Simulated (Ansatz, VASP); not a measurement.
# Au in VASP and in Ansatz

```
CELL_PARAMETERS angstrom
2.86081 0.00000 0.00000
-1.43040 2.47753 0.00000
0.00000 0.00000 4.81405
ATOMIC_POSITIONS crystal
Au 0.66667 0.33333 0.25000
Au 0.33333 0.66667 0.75000
```

Change from the starting cell: volume scaled by 0.96.

Alike in both runs: task single point; functional LDA; k mesh 11 × 11 × 6; occupations fermi-dirac, width 0.05 eV; no spin polarisation.

|  | VASP | Ansatz |
| --- | --- | --- |
| version | VASP 6.6.1 | Ansatz 0.2.0 |
| potentials or method | VASP PAW LDA potentials, release 64 (Au), cutoff 520 eV | all-electron LAPW, scalar-relativistic |

VASP gave:

```
gap on the k mesh at the Fermi level (eV)                     : none
pressure (GPa)                                                : -4.4
traceless stress, the component that is largest in VASP (GPa) : -0.59
```

Question: Which values does Ansatz return?

Answer: gap on the k mesh at the Fermi level (eV): none; pressure (GPa): -4.9; traceless stress, the component that is largest in VASP (GPa): -0.50.

LDA's correlation is that of Perdew and Zunger in VASP and of Perdew and Wang (1992) in Ansatz. A gap of «none» marks a metal or a gap that the smearing closes. Ansatz ran all-electron here, and VASP with PAW potentials.

Neither program's run includes spin-orbit coupling.
